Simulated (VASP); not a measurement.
Runs of VASP 6.6.1 on SiO2. The structure is that of space group P4_2/mnm (No. 136), or close to it. The cells are those of the table. 

| cell | k mesh | smearing | gap on the mesh (eV) | pressure (GPa) | largest force (eV/Å) |
| --- | --- | --- | --- | --- | --- |
| a = 4.185, b = 4.185, c = 2.669 Å, 6 atoms | 6 × 6 × 8 | gaussian 0.02 eV | 6.51 | 0.4 | 0.02 |
| a = 4.185, b = 4.185, c = 2.669 Å, 6 atoms | 6 × 6 × 8 | gaussian 0.05 eV | 6.51 | 0.4 | 0.02 |
| a = 4.233, b = 4.233, c = 2.693 Å, 6 atoms | 4 × 4 × 6 | gaussian 0.1 eV | 5.96 | -9.3 | (a) |
| a = 4.185, b = 4.185, c = 2.667 Å, 6 atoms | 6 × 6 × 8 | gaussian 0.1 eV | 6.52 | (b) | 0.02 |

Alike in all rows: task single point; level r2SCAN; potentials or basis VASP PAW PBE potentials, release 64 (Si, O); no spin polarisation; cutoff (eV) 520.

Question: Fill in the values left out.

Answer: (a) 0.08; (b) 0.6.

Caveats: the PAW data sets were made with another functional, which shifts forces and pressure a little.

A k mesh can miss the band edges.
